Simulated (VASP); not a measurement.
**PbO (Litharge): single point with r2SCAN**

PbO (Litharge):

```
Pb O
1.0
     3.98808    0.00000    0.00000
     0.00000    3.98808    0.00000
     0.00000    0.00000    5.32851
Pb O
2 2
Direct
  0.00000 0.50000 0.22289
  0.50000 0.00000 0.77711
  0.00000 0.00000 0.00000
  0.50000 0.50000 0.00000
```

```json
{"Program": "VASP 6.6.1", "Task": "single point", "Functional": "r2SCAN", "Potentials or basis": "VASP PAW PBE potentials, release 64 (Pb_d, O)", "Cutoff": "520 eV", "k mesh": "8 × 8 × 6", "Occupations": "fermi-dirac, width 0.02 eV", "Spin": "no spin polarisation", "Dipole correction": "no", "Further INCAR settings": "ALGO = Normal; EDIFF = 1e-07; NBANDS = 28"}
```

The pressure is 0.4 GPa. The largest force is 0.109 eV/Å. The band gap on the k mesh is 1.84 eV, indirect (least direct gap 2.50 eV).

Forces on the atoms (eV/Å):
```
Pb   0.000  0.000  0.109
Pb   0.000  0.000 -0.109
O    0.000  0.000  0.000
O    0.000  0.000  0.000
```

Stress tensor (GPa, compression positive):
```
0.49 0.00 0.00
0.00 0.49 0.00
0.00 0.00 0.36
```

Levels at points of the mesh, in eV from the valence-band top:
```csv
k point,band 17,band 18,band 19,band 20,band 21,band 22,band 23,band 24
"(0.00, 0.00, 0.00)",-1.79,-1.74,-1.74,0.00,2.50,5.22,6.30,6.30
"(0.50, 0.00, 0.00)",-3.08,-3.08,-1.61,-1.61,3.55,3.55,6.56,6.56
"(0.50, 0.50, 0.00)",-1.76,-1.76,-1.11,-1.11,1.84,1.84,5.59,5.59
"(0.00, 0.00, 0.50)",-1.81,-1.76,-1.76,-1.02,2.25,4.68,4.71,4.71
"(0.50, 0.00, 0.50)",-3.06,-3.06,-1.08,-1.08,3.22,3.22,6.94,6.94
"(0.50, 0.50, 0.50)",-2.15,-2.15,-1.11,-1.11,3.91,3.91,4.70,4.70
```

It took 11 min on 1 thread of Intel Xeon 8259CL (shared host), peak memory 0.27 GiB.

Caveat: the PAW data sets were made with another functional, which shifts forces and pressure a little; spin-orbit coupling is left out, which moves the levels of the heavy elements. A k mesh can miss the band edges.
